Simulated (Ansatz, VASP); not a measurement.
**BaZrO3: VASP beside Ansatz**

File INCAR:

```
SYSTEM = BaZrO3
  PREC = Accurate
  ENCUT = 520
  EDIFF = 1E-6
  ISMEAR = -1
  SIGMA = 0.02
  LREAL = .FALSE.
  LASPH = .TRUE.
  NELM = 80
  ALGO = Normal
  ISIF = 2
  LWAVE = .FALSE.
  LCHARG = .FALSE.
  GGA = PE
  NBANDS = 28
```

KPOINTS

```
regular mesh
0
G
  6 6 6
  0 0 0
```

Contents of POSCAR:

```
BaZrO3
1.0
    4.2053551806      0.0000000000      0.0000000000
    0.0000000000      4.2053551806      0.0000000000
    0.0000000000      0.0000000000      4.2053551806
Ba Zr O
1 1 3
Direct
    0.0000000000      0.0000000000      0.0000000000
    0.5000000000      0.5000000000      0.5000000000
    0.5000000000      0.5000000000      0.0000000000
    0.5000000000      0.0000000000      0.5000000000
    0.0000000000      0.5000000000      0.5000000000
```

Input for Ansatz:

```yaml
crystal:
  lattice:
    - [4.2053551806, 0.0, 0.0]
    - [0.0, 4.2053551806, 0.0]
    - [0.0, 0.0, 4.2053551806]
  atoms:
    - { symbol: Ba, position: [0.0, 0.0, 0.0] }
    - { symbol: Zr, position: [0.5, 0.5, 0.5] }
    - { symbol: O, position: [0.5, 0.5, 0.0] }
    - { symbol: O, position: [0.5, 0.0, 0.5] }
    - { symbol: O, position: [0.0, 0.5, 0.5] }
kpoints:
  mp_grid: { grid: [6, 6, 6] }
  band_path:
    path:
      - [[0.0, 0.0, 0.0], [1.065151418022e-50, 0.5, 7.340804396597e-68], [0.5, 0.5, 2.289854080909e-34], [0.0, 0.0, 0.0], [0.5, 0.5, 0.5], [1.065151418022e-50, 0.5, 7.340804396597e-68]]
      - [[0.5, 0.5, 0.5], [0.5, 0.5, 2.289854080909e-34]]
    npoints: 10
hamiltonian:
  xc: pbe
scf:
  occupations: { method: fermi_dirac, width: 0.02 }
  n_extra_bands: 5
output:
  forces: true
  stress: true
  eigenvalues: true
  write_density: true
  write_potential: true
  elf: true
  volumetric_format: npy
```

Alike in both runs: task single point; functional PBE; k mesh 6 × 6 × 6; occupations fermi-dirac, width 0.02 eV; no spin polarisation.

|  | VASP | Ansatz |
| --- | --- | --- |
| version | VASP 6.6.1 | Ansatz 0.2.0 |
| potentials or method | VASP PAW PBE potentials, release 64 (Ba_sv, Zr_sv, O) | plane waves, PAW |
| plane-wave cutoff (eV) | 520 | 420 |
| valence electrons in the cell | 40 | 40 |

|  | VASP | Ansatz | Ansatz less VASP |
| --- | --- | --- | --- |
| gap on the k mesh at the Fermi level (eV) | 3.17 | 3.22 | +0.050 |
| pressure (GPa) | 3.4 | 2.4 | -1.00 |

Neither program's run includes spin-orbit coupling.
